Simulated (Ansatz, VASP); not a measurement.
## NaF in VASP and in Ansatz

File POSCAR:

```
NaF
1.0
    0.0000000000      2.3581495000      2.2536010000
    2.3581495000      0.0000000000      2.2536010000
    2.3581495000      2.3581495000      0.0000000000
Na F
1 1
Direct
    0.0000000000      0.0000000000      0.0000000000
    0.5000000000      0.5000000000      0.5000000000
```

INCAR.step1

```
SYSTEM = NaF
ALGO = Normal
EDIFF = 1E-4
ENCUT = 520
GGA = PE
ISMEAR = 0
LASPH = .TRUE.
LCHARG = .FALSE.
LREAL = .FALSE.
LWAVE = .TRUE.
NBANDS = 14
NELM = 80
PREC = Accurate
SIGMA = 0.05
```

INCAR.step2

```
SYSTEM = NaF
ALGO = Normal
EDIFF = 1E-6
ENCUT = 520
ISIF = 2
ISMEAR = 0
ISTART = 1
LASPH = .TRUE.
LCHARG = .TRUE.
LELF = .TRUE.
LMIXTAU = .TRUE.
LREAL = .FALSE.
LVHAR = .TRUE.
LWAVE = .FALSE.
METAGGA = R2SCAN
NBANDS = 14
NELM = 80
PREC = Accurate
SIGMA = 0.05
```

Contents of KPOINTS:

```
k-points
0
G
  8 8 8
  0 0 0
```

Input for Ansatz:

```yaml
crystal:
  lattice:
    - [0.0, 2.3581495, 2.253601]
    - [2.3581495, 0.0, 2.253601]
    - [2.3581495, 2.3581495, 0.0]
  atoms:
    - { symbol: Na, position: [0.0, 0.0, 0.0] }
    - { symbol: F, position: [0.5, 0.5, 0.5] }
basis:
  ecutwfc: 500
kpoints:
  mp_grid: { grid: [8, 8, 8] }
hamiltonian:
  xc: r2scan
scf:
  occupations: { method: gaussian, width: 0.05 }
output:
  forces: true
  stress: true
  eigenvalues: true
```

Change from the starting cell: strain +0.015 along x and y, -0.030 along z, atoms carried along.

Alike in both runs: task single point; functional r2SCAN; k mesh 8 × 8 × 8; occupations gaussian, width 0.05 eV; no spin polarisation.

|  | VASP | Ansatz |
| --- | --- | --- |
| version | VASP 6.6.1 | Ansatz 0.2.0 |
| potentials or method | VASP PAW PBE potentials, release 64 (Na_pv, F), cutoff 520 eV | scalar-relativistic, plane waves, PAW |
| valence electrons in the cell | 14 | 16 |

VASP gave:

```
gap on the k mesh at the Fermi level (eV)                     : 7.12
least direct gap on the mesh (eV)                             : 7.12
pressure (GPa)                                                : -2.0
traceless stress, the component that is largest in VASP (GPa) : 2.70
```

Task: Which values does Ansatz return?

Result: gap on the k mesh at the Fermi level (eV): 7.09; least direct gap on the mesh (eV): 7.09; pressure (GPa): -1.4; traceless stress, the component that is largest in VASP (GPa): 2.67.

VASP's potentials were made for PBE, not for r2SCAN. VASP's potentials hold 14 valence electrons a cell and Ansatz's 16, so a difference there can come from the potentials and not from the codes.
